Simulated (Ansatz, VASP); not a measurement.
## LiF: VASP beside Ansatz

```
Li F
1.0
     4.79791    0.00000    0.00000
    -2.39896    4.15511    0.00000
     0.00000    0.00000    2.74966
Li F
3 3
Direct
  0.50000 0.00000 0.00000
  0.50000 0.50000 0.00000
  0.00000 0.50000 0.00000
  0.00000 0.00000 0.00000
  0.33333 0.66667 0.50000
  0.66667 0.33333 0.50000
```

Alike in both runs: functional PBE; k mesh 6 × 6 × 6; occupations gaussian, width 0.1 eV; no spin polarisation.

Ansatz relaxed the structure, and its values are those at the end. VASP's run is a single point on that final structure, the one shown.

|  | VASP | Ansatz |
| --- | --- | --- |
| version | VASP 6.6.1 | Ansatz 0.2.0 |
| potentials or method | VASP PAW PBE potentials, release 64 (Li_sv, F), cutoff 520 eV | scalar-relativistic, plane waves, PAW |
| valence electrons in the cell | 30 | 30 |

```csv
,VASP,Ansatz,Ansatz less VASP
gap on the k mesh at the Fermi level (eV),5.77,5.77,+0.001
least direct gap on the mesh (eV),5.77,5.77,+0.001
```

Noted on VASP's run: the cutoff is short for stress, so the pressure is rough.
